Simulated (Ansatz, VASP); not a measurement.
One calculation of AlN, two programs

Contents of INCAR:

```
SYSTEM = AlN
  PREC = Accurate
  ENCUT = 520
  EDIFF = 1E-6
  ISMEAR = 0
  SIGMA = 0.05
  LREAL = .FALSE.
  LASPH = .TRUE.
  NELM = 60
  ALGO = Normal
  ISIF = 2
  LWAVE = .FALSE.
  LCHARG = .FALSE.
  GGA = PS
  NBANDS = 16
```

Contents of KPOINTS:

```
regular mesh
0
G
  9 9 6
  0 0 0
```

The input POSCAR:

```
AlN
1.0
    3.3214000000      0.0000000000      0.0000000000
   -1.6607000000      2.8764167761      0.0000000000
    0.0000000000      0.0000000000      4.3069000000
Al N
2 2
Direct
    0.3333333333      0.6666666667      0.7500000000
    0.6666666667      0.3333333333      0.2500000000
    0.3333333333      0.6666666667      0.2500000000
    0.6666666667      0.3333333333      0.7500000000
```

Input for Ansatz:

```yaml
crystal:
  lattice:
    - [3.3214, 0.0, 0.0]
    - [-1.6607, 2.8764167761, 0.0]
    - [0.0, 0.0, 4.3069]
  atoms:
    - { symbol: Al, position: [0.3333333333, 0.6666666667, 0.75] }
    - { symbol: Al, position: [0.6666666667, 0.3333333333, 0.25] }
    - { symbol: "N", position: [0.3333333333, 0.6666666667, 0.25] }
    - { symbol: "N", position: [0.6666666667, 0.3333333333, 0.75] }
basis:
  ecutwfc: 520.0
kpoints:
  mp_grid: { grid: [9, 9, 6] }
hamiltonian:
  xc: pbesol
scf:
  occupations: { method: gaussian, width: 0.05 }
output:
  forces: true
  stress: true
  eigenvalues: true
```

Alike in both runs: task single point; functional PBEsol; k mesh 9 × 9 × 6; occupations gaussian, width 0.05 eV; no spin polarisation.

|  | VASP | Ansatz |
| --- | --- | --- |
| version | VASP 6.6.1 | Ansatz 0.2.0 |
| potentials or method | VASP PAW PBE potentials, release 64 (Al, N), cutoff 520 eV | scalar-relativistic, plane waves, PAW |
| valence electrons in the cell | 16 | 16 |

```tsv
	VASP	Ansatz	Ansatz less VASP
gap on the k mesh at the Fermi level (eV)	2.87	2.85	-0.012
least direct gap on the mesh (eV)	2.87	2.85	-0.012
pressure (GPa)	-9.0	-8.9	+0.08
traceless stress, the component that is largest in VASP (GPa)	-2.02	-1.99	+0.030
```

VASP's potentials were made for PBE, not for PBEsol.
